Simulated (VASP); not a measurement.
Runs of VASP 6.6.1 on TaN. Symmetry: P-6m2, No. 187, hexagonal system. The conventional cell has a = 2.938 Å, b = 2.938 Å, c = 2.883 Å, α = 90.00°, β = 90.00°, γ = 120.00°. Ta (site symmetry -6m2) has 6 N at 2.23 Å and 2 Ta at 2.88 Å within 2.9 Å. N (site symmetry -6m2) has 6 Ta at 2.23 Å and 2 N at 2.88 Å within 2.9 Å. 

```tsv
k mesh	gap on the mesh (eV)	pressure (GPa)
5 × 5 × 5	none	(a)
7 × 7 × 6	none	-6.8
3 × 3 × 3	none	-3.2
4 × 4 × 4	none	-6.1
11 × 11 × 10	none	-6.8
9 × 9 × 8	none	-6.8
```

Alike in all rows: task single point; level PBEsol+D4; potentials or basis VASP PAW PBE potentials, release 64 (Ta_pv, N); no spin polarisation; cell as given; cutoff (eV) 520; smearing fermi-dirac 0.05 eV.

Estimate the missing entries.

(a) -6.9.

Caveats: some runs use coarse meshes; the PAW data sets were made with another functional, which shifts forces and pressure a little; spin-orbit coupling is left out, which moves the levels of the heavy elements; pairwise dispersion overbinds metals, which lowers pressure and volume.

A k mesh can miss the band edges, and the runs leave out spin-orbit coupling on Ta.

A gap of «none» marks levels without a gap at the run's occupations.
